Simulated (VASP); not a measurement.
The system is PbO2.

```
Pb O
1.0
     5.08191    0.00000    0.00000
     0.00000    5.08191    0.00000
     0.00000    0.00000    3.44166
Pb O
2 4
Direct
  0.00000 0.00000 0.00000
  0.50000 0.50000 0.50000
  0.30798 0.30798 0.00000
  0.19202 0.80798 0.50000
  0.69202 0.69202 0.00000
  0.80798 0.19202 0.50000
```

| Property | Result |
| --- | --- |
| Program | VASP 6.6.1 |
| Task | relaxation of cell and atoms |
| Functional | PBEsol |
| Potentials or basis | VASP PAW PBE potentials, release 64 (Pb_d, O) |
| Cutoff | 600 eV |
| k mesh | 4 × 4 × 6 |
| Occupations | fermi-dirac, width 0.02 eV |
| Spin | no spin polarisation |

At the start: pressure -5.0 GPa; volume 14.81 Å³/atom.

Task: How do energy, volume and symmetry change on relaxing?

Result: Over 9 steps the energy falls by 9.7 meV/atom and the volume is 14.20 Å³/atom (-4.1 %); space group P4_2/mnm (No. 136, to 0.1 Å) before and after.

The path:
| step | energy change (eV) | largest force (eV/Å) | pressure (GPa) | volume (Å³) |
| --- | --- | --- | --- | --- |
| 1 | 0.0000 | 0.0568 | -5.03 | 88.88 |
| 2 | -0.0188 | 0.1962 | 4.59 | 83.03 |
| 3 | -0.0553 | 0.0735 | -0.09 | 85.56 |
| 4 | -0.0553 | 0.0765 | 0.02 | 85.49 |
| 5 | -0.0575 | 0.0256 | 0.07 | 85.33 |
| 6 | -0.0582 | 0.0255 | 0.13 | 85.16 |
| 7 | -0.0584 | 0.0153 | -0.14 | 85.31 |
| 8 | -0.0584 | 0.0161 | -0.12 | 85.30 |
| 9 | -0.0585 | 0.0042 | 0.01 | 85.21 |

Final structure:
```xyz
6
Lattice="4.9956 0.0000 0.0000 0.0000 4.9956 0.0000 0.0000 0.0000 3.4146" Properties=species:S:1:pos:R:3 pbc="T T T"
Pb    4.9956    0.0000    3.4146
Pb    2.4978    2.4978    1.7073
O     1.5366    1.5366    0.0000
O     0.9611    4.0344    1.7073
O     3.4589    3.4589    0.0000
O     4.0344    0.9611    1.7073
```

Caveat: the PAW data sets were made with another functional, which shifts forces and pressure a little.
